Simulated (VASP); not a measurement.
MgO, 2 atoms in the cell. Symmetry: Fm-3m, No. 225, cubic system. The conventional cell has a = 4.241 Å, b = 4.241 Å, c = 4.241 Å, α = 90.00°, β = 90.00°, γ = 90.00°. Within 2.8 Å of Mg (site symmetry m-3m) lie 6 O at 2.12 Å. O (site symmetry m-3m) has 6 Mg at 2.12 Å within 2.8 Å. 

* Program: VASP 6.6.1
* Task: single point
* Functional: PBE
* Potentials or basis: VASP PAW PBE potentials, release 64 (Mg, O)
* Cutoff: 600 eV
* k mesh: 8 × 8 × 8
* Occupations: tetrahedron
* Spin: no spin polarisation
* Dipole correction: no
* Further INCAR settings: ALGO = Normal; EDIFF = 1e-06; NBANDS = 11

Potentials or basis: VASP PAW PBE potentials, release 64 (Mg, O).

Run with:

```sh
$ cat potpaw_PBE.64/Mg/POTCAR potpaw_PBE.64/O/POTCAR > POTCAR
$ mpirun -np 1 vasp_std > vasp.out
```

Hardware: 1 thread of Intel Xeon 8259CL (shared host).

Task: How long does it take, and how much memory?

Result: It took 11 s on 1 thread of Intel Xeon 8259CL, with other jobs on the host, peak memory 0.14 GiB. Counts: scf iterations 12, k points 29.
